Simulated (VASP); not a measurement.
# MgS (P1) in VASP: single point with PBEsol

Aim: the single point of MgS with PBEsol.

All numbers are computed with VASP 6.6.1; they aren't measurements. Logs are shortened: lines on timing, memory, paths and dates and some standing lists are left out, and cuts for length are marked.

**1. The cell of the first run**

The typed cell holds 2 atoms: a = 3.796 Å, b = 3.834 Å, c = 3.816 Å, α = 60.08°, β = 59.84°, γ = 60.04°.

**2. Single point, PBEsol (atoms moved at random and the cell strained at random)**

File INCAR:

```
PREC = Accurate ; ENCUT = 520
EDIFF = 1E-6 ; ISMEAR = 0
SIGMA = 0.02 ; LREAL = F
LASPH = T ; NELM = 100
ALGO = Normal ; ISIF = 2
LWAVE = F ; LCHARG = F
GGA = PS ; NBANDS = 11
```

File KPOINTS:

```
Automatic mesh
0
Gamma
  8 8 8
```

File POSCAR:

```
MgS
1.0
    0.0123058045      2.6852670310      2.6837580740
    2.7135729830     -0.0123318210      2.7083956995
    2.6998622875      2.6961939610      0.0013788745
Mg S
1 1
Direct
   -0.0367997233      0.0111352411     -0.0147060519
    0.5367997233      0.4888647589      0.5147060519
```

Potentials or basis: VASP PAW PBE potentials, release 64 (Mg, S).

Run with:

```sh
$ cat potpaw_PBE.64/Mg/POTCAR potpaw_PBE.64/S/POTCAR > POTCAR
$ mpirun -np 1 vasp_std > vasp.out
```

OUTCAR:

```text
PREC = Accurate
   ENCUT = 520
   EDIFF = 1E-6
   ISMEAR = 0
   LREAL = F
   LASPH = T
   NELM = 100
   ISIF = 2
   GGA = PS

 ion  position               nearest neighbor table
   1  0.963  0.011  0.985-   2 2.42   2 2.57   2 2.70   2 2.74   2 2.85   2 2.98
   2  0.537  0.489  0.515-   1 2.42   1 2.57   1 2.70   1 2.74   1 2.85   1 2.98

  LATTYP: Found a triclinic cell.
 ALAT       =     6.5785013449
 B/A-ratio  =     0.5771062366
 C/A-ratio  =     0.5821069867
 COS(alpha) =     0.0005480712
 COS(beta)  =     0.2944710838
 COS(gamma) =     0.8631659512

  Lattice vectors:

 A1 = (  -2.6889613740,   5.3828658830,   2.6591204485)
 A2 = (   0.0123058045,   2.6852670310,   2.6837580740)
 A3 = (  -0.0137106955,   2.7085257820,  -2.7070168250)

Analysis of symmetry for initial positions (statically):
=====================================================================
 Subroutine PRICEL returns:
 Original cell was already a primitive cell.

 Routine SETGRP: Setting up the symmetry group for a
 triclinic supercell.

 Subroutine GETGRP returns: Found  1 space group operations
 (whereof  1 operations were pure point group operations)
 out of a pool of  2 trial point group operations.

The static configuration has the point symmetry C_1 .

Analysis of symmetry for dynamics (positions and initial velocities):
=====================================================================
 Subroutine PRICEL returns:
 Original cell was already a primitive cell.

 Routine SETGRP: Setting up the symmetry group for a
 triclinic supercell.

 Subroutine GETGRP returns: Found  1 space group operations
 (whereof  1 operations were pure point group operations)
 out of a pool of  2 trial point group operations.

The dynamic configuration has the point symmetry C_1 .

 Subroutine INISYM returns: Found  1 space group operations
 (whereof  1 operations are pure point group operations),
 and found     1 'primitive' translations

----------------------------------------------------------------------------------------

                                     Primitive cell

  volume of cell :      39.2601

  direct lattice vectors                    reciprocal lattice vectors
     0.012305804  2.685267031  2.683758074    -0.185999769  0.186157094  0.187202928
     2.713572983 -0.012331821  2.708395700     0.184213034 -0.184557673  0.183816772
[... 91 lines left out ...]
   ISIF   =      2    stress and relaxation
   ISYM   =      2    0-nonsym 1-usesym 2-fastsym
   POTIM  = 0.5000    time-step for ionic-motion
   TEBEG  =    0.0;   TEEND  =   0.0 temperature during run
   PSTRESS=    0.0 pullay stress
   NELECT =       8.0000    total number of electrons
   NUPDOWN=      -1.0000    fix difference up-down
   EMIN   =  10.00;   EMAX   =-10.00  energy-range for DOS
   EFERMI =   0.00;   METHOD = LEGACY
   ISMEAR =     0;   SIGMA  =   0.02  broadening in eV -4-tet -1-fermi 0-gaus
   EFERMI_NEDOS =   21; number of points for ismear=-14 and -15
   IALGO  =     38    algorithm
   IMIX   =      4    mixing-type and parameters
     AMIX     =   0.40;   BMIX     =  1.00
     AMIX_MAG =   1.60;   BMIX_MAG =  1.00
  volume/ion in A,a.u.               =      19.63       132.47
  Fermi-wavevector in a.u.,A,eV,Ry     =   0.963358  1.820482 12.626995  0.928058
  Thomas-Fermi vector in A             =   2.092896
   LORBIT       =      0    0 simple, 1 ext, 2 COOP (PROOUT), +10 PAW based schemes
   GGA     = PS    functional components
   LHFCALC =     F    Hartree Fock is set to
   AEXX    =    0.0000 exact exchange contribution
   IVDW    =     0    specifies the selected vdW correction
   LEPSILON=     F    determine dielectric tensor
   LRPA    =     F    only Hartree local field effects (RPA)
 non-spin polarized calculation
 Gauss-broadening in eV      SIGMA  =   0.02
  energy-cutoff  :      520.00
  volume of cell :       39.26
 maximum number of plane-waves:      1069
   NGX = 15   NGY = 15   NGZ = 15

 number of electron       8.0000000 magnetization

 Free energy of the ion-electron system (eV)
  ---------------------------------------------------
  ext. energy  EPLUGINS =         0.00000000
  ---------------------------------------------------
  free energy    TOTEN  =        -8.87860061 eV

  energy without entropy =       -8.87860061  energy(sigma->0) =       -8.87860061

 E-fermi :   2.9512     XC(G=0):  -9.3733

 val. band max:        2.7939113952   @ k =   0.0000   0.0000   0.0000
 cond. band min:       5.2634567546   @ k =   0.5000   0.5000  -0.0000
 fundamental gap:      2.4695453593
 Fermi energy:         2.9511539063

 k-point     1 :       0.0000    0.0000    0.0000
  band No.  band energies     occupation
      1      -9.3776      2.00000
      2       2.5730      2.00000
      3       2.7451      2.00000
      4       2.7939      2.00000
      5       5.5575      0.00000
      6      10.5020      0.00000
      7      10.6316      0.00000
      8      10.7869      0.00000
      9      13.0091      0.00000
     10      13.1607      0.00000
     11      14.6146      0.00000
[... 309 lines left out ...]
 k-point    24 :       0.2500    0.3750   -0.0000
  band No.  band energies     occupation
      1      -8.4678      2.00000
      2      -0.3761      2.00000
      3       1.4632      2.00000
      4       1.7026      2.00000
      5       6.8917      0.00000
      6       8.3694      0.00000
      7      10.7316      0.00000
      8      12.3076      0.00000
      9      13.6237      0.00000
     10      15.3208      0.00000
     11      17.2957      0.00000

 [... further k-points ...]

------------------------ aborting loop because EDIFF is reached ----------------------------------------

  FORCE on cell =-STRESS in cart. coord.  units (eV):
  Direction    XX          YY          ZZ          XY          YZ          ZX
  --------------------------------------------------------------------------------------
  -------------------------------------------------------------------------------------
  Total       -1.9174121     -0.4081533     -1.5665885      0.0053021      0.0524106     -0.1095786
  in kB      -78.2481699    -16.6564362    -63.9313184      0.2163747      2.1388382     -4.4718201
  external PRESSURE =     -52.9453082 kB  Pullay stress =       0.0000000 kB

 VOLUME and BASIS-vectors are now :
 -----------------------------------------------------------------------------
  energy-cutoff  :      520.00
  volume of cell :       39.26
      direct lattice vectors                 reciprocal lattice vectors
     0.012305804  2.685267031  2.683758074    -0.185999769  0.186157094  0.187202928
     2.713572983 -0.012331821  2.708395700     0.184213034 -0.184557673  0.183816772
     2.699862287  2.696193961  0.001378874     0.186088515  0.184646419 -0.185603507

 POSITION                                       TOTAL-FORCE (eV/Angst)
 -----------------------------------------------------------------------------------
      2.70223      5.24286      2.61651         0.013766      0.591209      0.153535
      2.72281      2.82317      2.76539        -0.013766     -0.591209     -0.153535
 -----------------------------------------------------------------------------------
    total drift:                               -0.000033      0.000102      0.000032

  FREE ENERGIE OF THE ION-ELECTRON SYSTEM (eV)
  ---------------------------------------------------
  free  energy   TOTEN  =        -8.8786006075 eV

  energy  without entropy=       -8.8786006075  energy(sigma->0) =       -8.87860061
```

stdout:

```text
POSCAR found type information on POSCAR MgS
 POSCAR found :  2 types and       2 ions
 scaLAPACK will be used
 -----------------------------------------------------------------------------
|                                                                             |
|                                                                             |
|     You enforced a specific xc type in the INCAR file but a different       |
|     I HOPE YOU KNOW WHAT YOU ARE DOING!                                     |
|                                                                             |
 -----------------------------------------------------------------------------

 LDA part: xc-table for (Slater+PW92), standard interpolation
 POSCAR, INCAR and KPOINTS ok, starting setup
 FFT: planning ... GRIDC
 FFT: planning ... GRID_SOFT
 FFT: planning ... GRID
 WAVECAR not read
 entering main loop
```

Wall time 2 min (1 thread of Intel Xeon 8259CL, shared host); peak memory 0.25 GiB.

What came out:

| Item | Value |
| --- | --- |
| Free energy | -8.8786 eV |
| Pressure | -5.3 GPa |
| Largest force | 0.611 eV/Å |
| Band gap on the k mesh | 2.47 eV (least direct gap 2.76 eV) |

Forces in eV/Å, atoms in the order of the input:
```
Mg   0.014  0.591  0.154
S   -0.014 -0.591 -0.154
```

Levels at points of the mesh, in eV from the valence-band top:
```csv
k point,band 2,band 3,band 4,band 5,band 6,band 7
"(0.00, 0.00, 0.00)",-0.22,-0.05,0.00,2.76,7.71,7.84
"(0.50, 0.00, 0.00)",-4.33,-0.68,-0.54,4.16,6.58,6.70
"(0.00, 0.50, 0.00)",-4.44,-0.54,-0.47,4.23,6.79,6.84
"(0.50, 0.50, 0.00)",-3.76,-1.59,-1.50,2.47,4.44,10.80
"(0.00, 0.00, 0.50)",-4.40,-0.60,-0.50,4.17,6.66,6.81
"(0.50, 0.00, 0.50)",-3.80,-1.57,-1.47,2.48,4.50,10.73
"(0.00, 0.50, 0.50)",-3.75,-1.65,-1.44,2.48,4.44,10.79
"(0.50, 0.50, 0.50)",-4.35,-0.67,-0.49,4.22,6.69,6.70
```

Caveat: the cell differs from its parent crystal (atoms moved at random and the cell strained at random); the cell stands under tension; the PAW data sets were made with another functional, which shifts forces and pressure a little. A k mesh can miss the band edges.
